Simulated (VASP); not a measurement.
# Re (Fm-3m) in VASP: further runs

The runs below take Re through single point, with PBE.

Program: VASP 6.6.1. These are calculated values, not measurements. Logs are shortened: lines on timing, memory, paths and dates and some standing lists are left out, and cuts for length are marked.

### 1 The cell of the first run

It takes space group Fm-3m (No. 225, cubic). Conventional cell: a = 4.017 Å, b = 4.017 Å, c = 4.017 Å, α = 90.00°, β = 90.00°, γ = 90.00°. Re (site symmetry m-3m) has 12 Re at 2.84 Å within 3.7 Å.

This isn't the form of Re at room conditions, which is hcp.

### 2 Single point, PBE (16.21 Å³/atom)

INCAR reads:

```
SYSTEM = Re
PREC = Accurate ; ENCUT = 520
EDIFF = 1E-6 ; ISMEAR = -1
SIGMA = 0.1 ; LREAL = .False.
LASPH = .True. ; NELM = 60
ALGO = Normal ; ISIF = 2
LWAVE = .False. ; LCHARG = .True.
GGA = PE ; LELF = .True.
LVHAR = .True. ; NBANDS = 10
```

KPOINTS reads:

```
Automatic mesh
0
Gamma
  23 23 23
  0 0 0
```

POSCAR reads:

```
Re
1.0
    0.0000000000      2.0085676520      2.0085676520
    2.0085676520      0.0000000000      2.0085676520
    2.0085676520      2.0085676520      0.0000000000
Re
1
Direct
    0.0000000000      0.0000000000      0.0000000000
```

Potentials or basis: VASP PAW PBE potentials, release 64 (Re).

Run with:

```bash
$ cat potpaw_PBE.64/Re/POTCAR > POTCAR
$ mpirun -np 1 vasp_std > vasp.out
```

OUTCAR:

```text
SYSTEM = Re
   PREC = Accurate
   ENCUT = 520
   EDIFF = 1E-6
   ISMEAR = -1
   LREAL = .False.
   LASPH = .True.
   NELM = 60
   ISIF = 2
   GGA = PE

 ion  position               nearest neighbor table
   1  0.000  0.000  0.000-

  LATTYP: Found a face centered cubic cell.
 ALAT       =     4.0171353040

  Lattice vectors:

 A1 = (   0.0000000000,   2.0085676520,   2.0085676520)
 A2 = (   2.0085676520,   0.0000000000,   2.0085676520)
 A3 = (   2.0085676520,   2.0085676520,   0.0000000000)

Analysis of symmetry for initial positions (statically):
=====================================================================
 Subroutine PRICEL returns:
 Original cell was already a primitive cell.

 Routine SETGRP: Setting up the symmetry group for a
 face centered cubic supercell.

 Subroutine GETGRP returns: Found 48 space group operations
 (whereof 48 operations were pure point group operations)
 out of a pool of 48 trial point group operations.

The static configuration has the point symmetry O_h .

Analysis of symmetry for dynamics (positions and initial velocities):
=====================================================================
 Subroutine PRICEL returns:
 Original cell was already a primitive cell.

 Routine SETGRP: Setting up the symmetry group for a
 face centered cubic supercell.

 Subroutine GETGRP returns: Found 48 space group operations
 (whereof 48 operations were pure point group operations)
 out of a pool of 48 trial point group operations.

The dynamic configuration has the point symmetry O_h .

 Subroutine INISYM returns: Found 48 space group operations
 (whereof 48 operations are pure point group operations),
 and found     1 'primitive' translations

----------------------------------------------------------------------------------------

                                     Primitive cell

  volume of cell :      16.2065

  direct lattice vectors                    reciprocal lattice vectors
     0.000000000  2.008567652  2.008567652    -0.248933612  0.248933612  0.248933612
     2.008567652  0.000000000  2.008567652     0.248933612 -0.248933612  0.248933612
     2.008567652  2.008567652  0.000000000     0.248933612  0.248933612 -0.248933612

  length of vectors
     2.840543614  2.840543614  2.840543614     0.431165663  0.431165663  0.431165663
[... 80 lines left out ...]
   LREAL  =      F    real-space projection
   EDIFFG = 0.1E-04   stopping-criterion for IOM
   NSW    =      0    number of steps for IOM
   IBRION =     -1    ionic relax: 0-MD 1-quasi-New 2-CG
   NFREE  =      0    steps in history (QN), initial steepest desc. (CG)
   ISIF   =      2    stress and relaxation
   ISYM   =      2    0-nonsym 1-usesym 2-fastsym
   POTIM  = 0.5000    time-step for ionic-motion
   TEBEG  =    0.0;   TEEND  =   0.0 temperature during run
   PSTRESS=    0.0 pullay stress
   NELECT =       7.0000    total number of electrons
   NUPDOWN=      -1.0000    fix difference up-down
   EMIN   =  10.00;   EMAX   =-10.00  energy-range for DOS
   EFERMI =   0.00;   METHOD = LEGACY
   ISMEAR =    -1;   SIGMA  =   0.10  broadening in eV -4-tet -1-fermi 0-gaus
   EFERMI_NEDOS =   21; number of points for ismear=-14 and -15
   IALGO  =     38    algorithm
   IMIX   =      4    mixing-type and parameters
     AMIX     =   0.40;   BMIX     =  1.00
     AMIX_MAG =   1.60;   BMIX_MAG =  1.00
  volume/ion in A,a.u.               =      16.21       109.37
  Fermi-wavevector in a.u.,A,eV,Ry     =   1.237498  2.338531 20.835968  1.531400
  Thomas-Fermi vector in A             =   2.372062
   LORBIT       =      0    0 simple, 1 ext, 2 COOP (PROOUT), +10 PAW based schemes
   GGA     = PE    functional components
   LHFCALC =     F    Hartree Fock is set to
   AEXX    =    0.0000 exact exchange contribution
   IVDW    =     0    specifies the selected vdW correction
   LEPSILON=     F    determine dielectric tensor
   LRPA    =     F    only Hartree local field effects (RPA)
 non-spin polarized calculation
  energy-cutoff  :      520.00
  volume of cell :       16.21
 maximum number of plane-waves:       452
 NGX is ok and might be reduce to    24
   NGX = 11   NGY = 11   NGZ = 11

 number of electron       7.0000000 magnetization

 Free energy of the ion-electron system (eV)
  ---------------------------------------------------
  ext. energy  EPLUGINS =         0.00000000
  ---------------------------------------------------
  free energy    TOTEN  =       -12.27846180 eV

  energy without entropy =      -12.24634309  energy(sigma->0) =      -12.26240245

 E-fermi :   6.9851     XC(G=0): -13.2026

 val. band max:        6.9668769039   @ k =  -0.4783   0.2609   0.0870
 cond. band min:       6.9954912608   @ k =  -0.3913   0.2609   0.0000
 fundamental gap:      0.0286143569
 Fermi energy:         6.9850821100

 k-point     1 :       0.0000    0.0000    0.0000
  band No.  band energies     occupation
      1      -2.4609      2.00000
      2       5.3196      2.00000
      3       5.3196      2.00000
      4       5.3196      2.00000
      5       8.0688      0.00004
      6       8.0688      0.00004
      7      20.7991      0.00000
      8      25.9188      0.00000
      9      25.9188      0.00000
     10      25.9188      0.00000
[... 287 lines left out ...]
 k-point    24 :      -0.4783    0.0435    0.0000
  band No.  band energies     occupation
      1       0.8630      2.00000
      2       5.0689      2.00000
      3       5.2100      2.00000
      4       6.9221      1.30494
      5      10.2239      0.00000
      6      10.4973      0.00000
      7      15.5766      0.00000
      8      20.4435      0.00000
      9      25.8456      0.00000
     10      26.0156      0.00000

 [... further k-points ...]

------------------------ aborting loop because EDIFF is reached ----------------------------------------

  FORCE on cell =-STRESS in cart. coord.  units (eV):
  Direction    XX          YY          ZZ          XY          YZ          ZX
  --------------------------------------------------------------------------------------
  -------------------------------------------------------------------------------------
  Total       -2.4523763     -2.4523763     -2.4523763      0.0000000      0.0000000      0.0000000
  in kB     -242.4422487   -242.4422487   -242.4422487      0.0000000      0.0000000      0.0000000
  external PRESSURE =    -242.4422487 kB  Pullay stress =       0.0000000 kB

 VOLUME and BASIS-vectors are now :
 -----------------------------------------------------------------------------
  energy-cutoff  :      520.00
  volume of cell :       16.21
      direct lattice vectors                 reciprocal lattice vectors
     0.000000000  2.008567652  2.008567652    -0.248933612  0.248933612  0.248933612
     2.008567652  0.000000000  2.008567652     0.248933612 -0.248933612  0.248933612
     2.008567652  2.008567652  0.000000000     0.248933612  0.248933612 -0.248933612

 POSITION                                       TOTAL-FORCE (eV/Angst)
 -----------------------------------------------------------------------------------
      0.00000      0.00000      0.00000         0.000000      0.000000     -0.000000
 -----------------------------------------------------------------------------------
    total drift:                               -0.000000      0.000000      0.000000

  FREE ENERGIE OF THE ION-ELECTRON SYSTEM (eV)
  ---------------------------------------------------
  free  energy   TOTEN  =       -12.2784618018 eV

  energy  without entropy=      -12.2463430943  energy(sigma->0) =      -12.26240245
```

OSZICAR:

```text
N       E                     dE             d eps       ncg     rms          rms(c)
DAV:   1     0.528661305988E+01    0.52866E+01   -0.33672E+03 11482   0.752E+02
DAV:   2    -0.126755250913E+02   -0.17962E+02   -0.16506E+02 11180   0.159E+02
DAV:   3    -0.130622020492E+02   -0.38668E+00   -0.37788E+00 12206   0.368E+01
DAV:   4    -0.130639958315E+02   -0.17938E-02   -0.17924E-02 11846   0.114E+00
DAV:   5    -0.130639984049E+02   -0.25734E-05   -0.25750E-05 10778   0.269E-02    0.250E+01
DAV:   6    -0.124648770722E+02    0.59912E+00   -0.59320E-01 11480   0.206E+01    0.881E+00
DAV:   7    -0.122853664491E+02    0.17951E+00   -0.37008E-01 11588   0.154E+01    0.114E+00
DAV:   8    -0.122788176667E+02    0.65488E-02   -0.45375E-03 11692   0.769E-01    0.268E-01
DAV:   9    -0.122784518507E+02    0.36582E-03   -0.38965E-04 11174   0.211E-01    0.222E-02
DAV:  10    -0.122784617492E+02   -0.98985E-05   -0.10676E-05 10536   0.206E-02    0.379E-03
DAV:  11    -0.122784618018E+02   -0.52606E-07   -0.94220E-08  5364   0.915E-03
   1 F= -.12278462E+02 E0= -.12262402E+02  d E =-.321187E-01
```

It took 36 s on 1 thread of Intel Xeon Platinum 8375C at 2.90GHz (Ice Lake), shared host; peak memory 0.19 GiB.

What came out:

```
Free energy            : -12.2785 eV
Pressure               : -24.2 GPa
Band gap on the k mesh : zero (an odd number of electrons rules out a gap without spin polarisation)
```

Levels at points of the mesh, in eV from the Fermi level:
```
           k point  band 1  band 2  band 3  band 4  band 5  band 6  band 7  band 8
(0.00, 0.00, 0.00)   -9.45   -1.67   -1.67   -1.67    1.08    1.08   13.81   18.93
```

Caveat: the cell stands under tension; spin-orbit coupling is left out, which moves the levels of the heavy elements.

### 3 Single point, PBE (16.81 Å³/atom)

This run uses another cell than the first one, of 16.81 Å³/atom.

INCAR reads:

```
SYSTEM = Re
PREC = Accurate
ENCUT = 520
EDIFF = 1E-7
ISMEAR = -1
SIGMA = 0.1
LREAL = .FALSE.
LASPH = .TRUE.
NELM = 100
ALGO = Normal
ISIF = 2
LWAVE = .FALSE.
LCHARG = .FALSE.
GGA = PE
NBANDS = 10
```

KPOINTS reads:

```
regular mesh
0
G
  23 23 23
  0 0 0
```

POSCAR reads:

```
Re
1.0
    0.0000000000      2.0330647938      2.0330647938
    2.0330647938      0.0000000000      2.0330647938
    2.0330647938      2.0330647938      0.0000000000
Re
1
Direct
    0.0000000000      0.0000000000      0.0000000000
```

Potentials or basis: VASP PAW PBE potentials, release 64 (Re).

Run with:

```bash
$ cat potpaw_PBE.64/Re/POTCAR > POTCAR
$ mpirun -np 1 vasp_std > vasp.out
```

Run time: 38 s. Hardware: 1 thread of Intel Xeon Platinum 8375C at 2.90GHz (Ice Lake), shared host; peak memory 0.19 GiB.

It converged, with:

* Free energy: -12.1719 eV
* Pressure: -32.6 GPa
* Band gap on the k mesh: zero (an odd number of electrons rules out a gap without spin polarisation)

Levels at points of the mesh, in eV from the Fermi level:
```tsv
k point	band 2	band 3	band 4	band 5	band 6	band 7
(0.00, 0.00, 0.00)	-1.58	-1.58	-1.58	1.02	1.02	13.77
```

Caveat: the cell stands under tension; spin-orbit coupling is left out, which moves the levels of the heavy elements.
